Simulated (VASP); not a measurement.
# Hf2TaN4 (Fd-3m) in VASP: relaxation of cell and atoms with PBE

Aim: the relaxation of cell and atoms of Hf2TaN4 with PBE.

Program: VASP 6.6.1. These are calculated values, not measurements. Logs are shortened: lines on timing, memory, paths and dates and some standing lists are left out, and cuts for length are marked.

**1. The cell of the first run**

Symmetry: Fd-3m, No. 227, cubic system. Conventional cell: a = 9.040 Å, b = 9.040 Å, c = 9.040 Å, α = 90.00°, β = 90.00°, γ = 90.00°. Hf (site symmetry -3m) has 6 N at 2.17 Å within 2.9 Å. Ta (site symmetry -43m) has 4 N at 2.11 Å within 2.8 Å. N (site symmetry 3m) has 1 Ta at 2.11 Å and 3 Hf at 2.17 Å within 2.8 Å.

**2. Relaxation of cell and atoms, PBE**

Input file INCAR:

```
SYSTEM = Hf2TaN4
ALGO = Normal
EDIFF = 1E-6
EDIFFG = -0.08
ENCUT = 600
GGA = PE
IBRION = 2
ISIF = 3
ISMEAR = 0
LASPH = .True.
LCHARG = .False.
LREAL = .False.
LWAVE = .False.
NELM = 80
NSW = 36
PREC = Accurate
SIGMA = 0.15
```

Input file KPOINTS:

```
k-points
0
Gamma
  3 3 3
  0 0 0
```

Input file POSCAR:

```
Hf2TaN4
1.0
    0.0000000000      4.5200000000      4.5200000000
    4.5200000000      0.0000000000      4.5200000000
    4.5200000000      4.5200000000      0.0000000000
Hf Ta N
4 2 8
Direct
    0.1250000000      0.6250000000      0.1250000000
    0.6250000000      0.1250000000      0.1250000000
    0.1250000000      0.1250000000      0.6250000000
    0.1250000000      0.1250000000      0.1250000000
    0.5000000000      0.5000000000      0.5000000000
    0.7500000000      0.7500000000      0.7500000000
    0.9050000000      0.3650000000      0.3650000000
    0.3650000000      0.9050000000      0.3650000000
    0.3650000000      0.3650000000      0.9050000000
    0.3650000000      0.3650000000      0.3650000000
    0.8850000000      0.3450000000      0.8850000000
    0.3450000000      0.8850000000      0.8850000000
    0.8850000000      0.8850000000      0.3450000000
    0.8850000000      0.8850000000      0.8850000000
```

Potentials or basis: VASP PAW PBE potentials, release 64 (Hf_pv, Ta_pv, N).

The run is started by

```
$ cat potpaw_PBE.64/Hf_pv/POTCAR potpaw_PBE.64/Ta_pv/POTCAR potpaw_PBE.64/N/POTCAR > POTCAR
$ mpirun -np 1 vasp_std > vasp.out
```

OUTCAR:

```text
SYSTEM = Hf2TaN4
   EDIFF = 1E-6
   EDIFFG = -0.08
   ENCUT = 600
   GGA = PE
   IBRION = 2
   ISIF = 3
   ISMEAR = 0
   LASPH = .True.
   LREAL = .False.
   NELM = 80
   NSW = 36
   PREC = Accurate

 ion  position               nearest neighbor table
   1  0.125  0.625  0.125-   7 2.17   9 2.17  12 2.17  13 2.17  10 2.17  14 2.17   4 3.20   3 3.20
                             2 3.20   3 3.20   4 3.20   2 3.20
   2  0.625  0.125  0.125-   8 2.17   9 2.17  11 2.17  13 2.17  10 2.17  14 2.17   4 3.20   3 3.20
                             1 3.20   1 3.20   3 3.20   4 3.20
   3  0.125  0.125  0.625-   7 2.17   8 2.17  11 2.17  12 2.17  10 2.17  14 2.17   4 3.20   1 3.20
                             2 3.20   4 3.20   1 3.20   2 3.20
   4  0.125  0.125  0.125-   7 2.17   8 2.17   9 2.17  11 2.17  12 2.17  13 2.17   1 3.20   2 3.20
                             3 3.20   3 3.20   1 3.20   2 3.20
   5  0.500  0.500  0.500-  10 2.11   8 2.11   9 2.11   7 2.11
   6  0.750  0.750  0.750-  14 2.11  12 2.11  13 2.11  11 2.11
   7  0.905  0.365  0.365-   5 2.11   3 2.17   1 2.17   4 2.17
   8  0.365  0.905  0.365-   5 2.11   3 2.17   2 2.17   4 2.17
   9  0.365  0.365  0.905-   5 2.11   2 2.17   1 2.17   4 2.17
  10  0.365  0.365  0.365-   5 2.11   2 2.17   3 2.17   1 2.17
  11  0.885  0.345  0.885-   6 2.11   3 2.17   2 2.17   4 2.17
  12  0.345  0.885  0.885-   6 2.11   3 2.17   1 2.17   4 2.17
  13  0.885  0.885  0.345-   6 2.11   2 2.17   1 2.17   4 2.17
  14  0.885  0.885  0.885-   6 2.11   2 2.17   3 2.17   1 2.17

  LATTYP: Found a face centered cubic cell.
 ALAT       =     9.0400000000

  Lattice vectors:

 A1 = (   0.0000000000,   4.5200000000,   4.5200000000)
 A2 = (   4.5200000000,   0.0000000000,   4.5200000000)
 A3 = (   4.5200000000,   4.5200000000,   0.0000000000)

Analysis of symmetry for initial positions (statically):
=====================================================================
 Subroutine PRICEL returns:
 Original cell was already a primitive cell.

 Routine SETGRP: Setting up the symmetry group for a
 face centered cubic supercell.

 Subroutine GETGRP returns: Found 48 space group operations
 (whereof 24 operations were pure point group operations)
 out of a pool of 48 trial point group operations.

The static configuration has the point symmetry T_d .
 The point group associated with its full space group is O_h .

Analysis of symmetry for dynamics (positions and initial velocities):
=====================================================================
 Subroutine PRICEL returns:
 Original cell was already a primitive cell.

 Routine SETGRP: Setting up the symmetry group for a
 face centered cubic supercell.

 Subroutine GETGRP returns: Found 48 space group operations
 (whereof 24 operations were pure point group operations)
 out of a pool of 48 trial point group operations.

The dynamic configuration has the point symmetry T_d .
 The point group associated with its full space group is O_h .

 Subroutine INISYM returns: Found 48 space group operations
 (whereof 24 operations are pure point group operations),
 and found     1 'primitive' translations

----------------------------------------------------------------------------------------

                                     Primitive cell

  volume of cell :     184.6908

  direct lattice vectors                    reciprocal lattice vectors
     0.000000000  4.520000000  4.520000000    -0.110619469  0.110619469  0.110619469
     4.520000000  0.000000000  4.520000000     0.110619469 -0.110619469  0.110619469
     4.520000000  4.520000000  0.000000000     0.110619469  0.110619469 -0.110619469

  length of vectors
     6.392245302  6.392245302  6.392245302     0.191598541  0.191598541  0.191598541

  position of ions in fractional coordinates (direct lattice)
     0.125000000  0.625000000  0.125000000
     0.625000000  0.125000000  0.125000000
     0.125000000  0.125000000  0.625000000
     0.125000000  0.125000000  0.125000000
     0.500000000  0.500000000  0.500000000
     0.750000000  0.750000000  0.750000000
     0.905000000  0.365000000  0.365000000
     0.365000000  0.905000000  0.365000000
     0.365000000  0.365000000  0.905000000
     0.365000000  0.365000000  0.365000000
     0.885000000  0.345000000  0.885000000
     0.345000000  0.885000000  0.885000000
     0.885000000  0.885000000  0.345000000
     0.885000000  0.885000000  0.885000000

  ion indices of the primitive-cell ions
   primitive index   ion index
                 1           1
                 2           2
                 3           3
                 4           4
                 5           5
                 6           6
                 7           7
                 8           8
                 9           9
                10          10
                11          11
                12          12
                13          13
                14          14

----------------------------------------------------------------------------------------

 KPOINTS: k-points

Automatic generation of k-mesh.
 Grid dimensions read from file:
 generate k-points for:    3    3    3

 Generating k-lattice:

  Cartesian coordinates                     Fractional coordinates (reciprocal lattice)
    -0.036873156  0.036873156  0.036873156     0.333333333  0.000000000  0.000000000
     0.036873156 -0.036873156  0.036873156     0.000000000  0.333333333  0.000000000
     0.036873156  0.036873156 -0.036873156     0.000000000  0.000000000  0.333333333

  Length of vectors
     0.063866180  0.063866180  0.063866180

  Shift w.r.t. Gamma in fractional coordinates (k-lattice)
     0.000000000  0.000000000  0.000000000

 Subroutine IBZKPT returns following result:
 ===========================================

 Found      4 irreducible k-points:

 Following reciprocal coordinates:
            Coordinates               Weight
  0.000000  0.000000  0.000000      1.000000
  0.333333  0.000000  0.000000      8.000000
  0.333333  0.333333  0.000000      6.000000
 -0.333333  0.333333  0.000000     12.000000
   k-points           NKPTS =      4   k-points in BZ     NKDIM =      4   number of bands    NBANDS=     61
   number of dos      NEDOS =    301   number of ions     NIONS =     14
   total plane-waves  NPLWV = 157464
   dimension x,y,z NGX =    54 NGY =   54 NGZ =   54
   dimension x,y,z NGXF=   108 NGYF=  108 NGZF=  108
   ions per type =               4   2   8
   NGX,Y,Z   is equivalent  to a cutoff of  14.04, 14.04, 14.04 a.u.
   NGXF,Y,Z  is equivalent  to a cutoff of  28.09, 28.09, 28.09 a.u.
 SYSTEM =  Hf2TaN4
   PREC   = accura    normal or accurate (medium, high low for compatibility)
   ISTART =      0    job   : 0-new  1-cont  2-samecut
   ICHARG =      2    charge: 1-file 2-atom 10-const
   ISPIN  =      1    spin polarized calculation?
   LNONCOLLINEAR =      F non collinear calculations
   LSORBIT =      F    spin-orbit coupling
   LASPH  =      T    aspherical Exc in radial PAW
   ENCUT  =  600.0 eV  44.10 Ry    6.64 a.u.  12.77 12.77 12.77*2*pi/ulx,y,z
   NELM   =     80;   NELMIN=  2; NELMDL= -5     # of ELM steps
   EDIFF  = 0.1E-05   stopping-criterion for ELM
   LREAL  =      F    real-space projection
   EDIFFG = -.8E-01   stopping-criterion for IOM
   NSW    =     36    number of steps for IOM
   IBRION =      2    ionic relax: 0-MD 1-quasi-New 2-CG
   NFREE  =      1    steps in history (QN), initial steepest desc. (CG)
   ISIF   =      3    stress and relaxation
   ISYM   =      2    0-nonsym 1-usesym 2-fastsym
   POTIM  = 0.5000    time-step for ionic-motion
   TEBEG  =    0.0;   TEEND  =   0.0 temperature during run
   PSTRESS=    0.0 pullay stress
   NELECT =     102.0000    total number of electrons
   NUPDOWN=      -1.0000    fix difference up-down
   EMIN   =  10.00;   EMAX   =-10.00  energy-range for DOS
   EFERMI =   0.00;   METHOD = LEGACY
   ISMEAR =     0;   SIGMA  =   0.15  broadening in eV -4-tet -1-fermi 0-gaus
   EFERMI_NEDOS =   21; number of points for ismear=-14 and -15
   IALGO  =     38    algorithm
   IMIX   =      4    mixing-type and parameters
     AMIX     =   0.40;   BMIX     =  1.00
     AMIX_MAG =   1.60;   BMIX_MAG =  1.00
  volume/ion in A,a.u.               =      13.19        89.03
  Fermi-wavevector in a.u.,A,eV,Ry     =   1.343156  2.538197 24.545836  1.804068
  Thomas-Fermi vector in A             =   2.471253
   LORBIT       =      0    0 simple, 1 ext, 2 COOP (PROOUT), +10 PAW based schemes
   GGA     = PE    functional components
   LHFCALC =     F    Hartree Fock is set to
   AEXX    =    0.0000 exact exchange contribution
   IVDW    =     0    specifies the selected vdW correction
   LEPSILON=     F    determine dielectric tensor
   LRPA    =     F    only Hartree local field effects (RPA)
 conjugate gradient relaxation of ions
 non-spin polarized calculation
 Gauss-broadening in eV      SIGMA  =   0.15
  energy-cutoff  :      600.00
  volume of cell :      184.69
 maximum number of plane-waves:      6183
 NGX is ok and might be reduce to    54
   NGX = 25   NGY = 25   NGZ = 25

--------------------------------------- Ionic step        1  -------------------------------------------

 number of electron     102.0000003 magnetization

 Free energy of the ion-electron system (eV)
  ---------------------------------------------------
  ext. energy  EPLUGINS =         0.00000000
  ---------------------------------------------------
  free energy    TOTEN  =      -148.30264253 eV

  energy without entropy =     -148.23460196  energy(sigma->0) =     -148.26862225

------------------------ aborting loop because EDIFF is reached ----------------------------------------

  FORCE on cell =-STRESS in cart. coord.  units (eV):
  Direction    XX          YY          ZZ          XY          YZ          ZX
  --------------------------------------------------------------------------------------
  -------------------------------------------------------------------------------------
  Total       -5.1093141     -5.1093141     -5.1093141      0.0000000      0.0000000     -0.0000000
  in kB      -44.3228714    -44.3228714    -44.3228714      0.0000000      0.0000000     -0.0000000
  external PRESSURE =     -44.3228714 kB  Pullay stress =       0.0000000 kB
[... 225 lines left out ...]
  energy  without entropy=     -149.4095074010  energy(sigma->0) =     -149.46414530

--------------------------------------- Ionic step        6  -------------------------------------------

 number of electron     101.9999999 magnetization

 Free energy of the ion-electron system (eV)
  ---------------------------------------------------
  ext. energy  EPLUGINS =         0.00000000
  ---------------------------------------------------
  free energy    TOTEN  =      -149.57019697 eV

  energy without entropy =     -149.46743935  energy(sigma->0) =     -149.51881816

 E-fermi :   6.2607     XC(G=0): -11.6205

 val. band max:        6.2038543127   @ k =   0.3333   0.0000   0.0000
 cond. band min:       6.2742976779   @ k =  -0.3333   0.3333   0.0000
 fundamental gap:      0.0704433652
 Fermi energy:         6.2607348835

 k-point     1 :       0.0000    0.0000    0.0000
  band No.  band energies     occupation
      1     -29.8185      2.00000
      2     -29.8185      2.00000
      3     -29.8185      2.00000
      4     -29.8049      2.00000
      5     -29.8049      2.00000
      6     -29.8049      2.00000
[... 53 lines left out ...]
     60       8.5935      0.00000
     61       8.6963      0.00000

 k-point     2 :       0.3333    0.0000    0.0000
  band No.  band energies     occupation
      1     -29.8205      2.00000
      2     -29.8205      2.00000
      3     -29.8188      2.00000
      4     -29.8041      2.00000
      5     -29.8030      2.00000
      6     -29.8030      2.00000
[... 53 lines left out ...]
     60       8.6190      0.00000
     61       8.6190      0.00000

 k-point     3 :       0.3333    0.3333    0.0000
  band No.  band energies     occupation
      1     -29.8221      2.00000
      2     -29.8221      2.00000
      3     -29.8154      2.00000
      4     -29.8076      2.00000
      5     -29.8013      2.00000
      6     -29.8013      2.00000
[... 53 lines left out ...]
     60       8.5632      0.00000
     61       8.5633      0.00000

 k-point     4 :      -0.3333    0.3333    0.0000
  band No.  band energies     occupation
      1     -29.8224      2.00000
      2     -29.8219      2.00000
      3     -29.8147      2.00000
      4     -29.8087      2.00000
      5     -29.8015      2.00000
      6     -29.8004      2.00000
[... 94 lines left out ...]
  FREE ENERGIE OF THE ION-ELECTRON SYSTEM (eV)
  ---------------------------------------------------
  free  energy   TOTEN  =      -149.5701969733 eV

  energy  without entropy=     -149.4674393496  energy(sigma->0) =     -149.51881816

 reached required accuracy - stopping structural energy minimisation
```

Wall time 3.7 min (1 thread of Intel Xeon 6975P-C (Granite Rapids), shared host); peak memory 0.44 GiB.

What came out:

```yaml
Free_energy: -149.5702 eV
Relaxed_volume: 12.85 Å³/atom
Relaxed_cell: a = 6.336 Å, b = 6.336 Å, c = 6.336 Å, α = 60.00°, β = 60.00°, γ = 60.00°
Space_group_after_relaxing_to_0.1_Å: Fd-3m (No. 227)
Energy_gained_by_relaxing: 90.5 meV/atom
Ionic_steps: 6
Pressure_after_relaxing: 0.0 GPa
Largest_force_after_relaxing: 0.013 eV/Å
Band_gap_on_the_k_mesh: zero (bands 51 and 52 overlap by 1.46 eV)
```

Forces on the atoms (eV/Å):
```
Hf   0.000  0.000  0.000
Hf   0.000  0.000  0.000
Hf   0.000  0.000  0.000
Hf   0.000  0.000  0.000
Ta   0.000  0.000  0.000
Ta   0.000  0.000  0.000
N   -0.008  0.008  0.008
N    0.008 -0.008  0.008
N    0.008  0.008 -0.008
N   -0.008 -0.008 -0.008
N   -0.008  0.008 -0.008
N    0.008 -0.008 -0.008
N   -0.008 -0.008  0.008
N    0.008  0.008  0.008
```

The path:
```csv
step,energy change (eV),largest force (eV/Å),pressure (GPa),volume (Å³)
1,0.0000,2.7232,-4.43,184.69
2,-1.0545,0.9944,7.52,175.11
3,-1.2401,0.2048,3.04,177.60
4,-1.2401,0.1427,3.26,177.46
5,-1.2161,0.2003,-4.11,183.29
6,-1.2676,0.0130,0.02,179.88
```

Final structure:
```
CELL_PARAMETERS angstrom
0.00000 4.48040 4.48040
4.48040 0.00000 4.48040
4.48040 4.48040 0.00000
ATOMIC_POSITIONS crystal
Hf 0.12500 0.62500 0.12500
Hf 0.62500 0.12500 0.12500
Hf 0.12500 0.12500 0.62500
Hf 0.12500 0.12500 0.12500
Ta 0.50000 0.50000 0.50000
Ta 0.75000 0.75000 0.75000
N 0.88506 0.37165 0.37165
N 0.37165 0.88506 0.37165
N 0.37165 0.37165 0.88506
N 0.37165 0.37165 0.37165
N 0.87835 0.36494 0.87835
N 0.36494 0.87835 0.87835
N 0.87835 0.87835 0.36494
N 0.87835 0.87835 0.87835
```

Caveat: the k points lie up to 0.40 Å⁻¹ apart in the final cell, too coarse for converged energies and pressures of a metal; spin-orbit coupling is left out, which moves the levels of the heavy elements.

The gap in the log of VASP goes by the Fermi energy; the results here count the filled bands.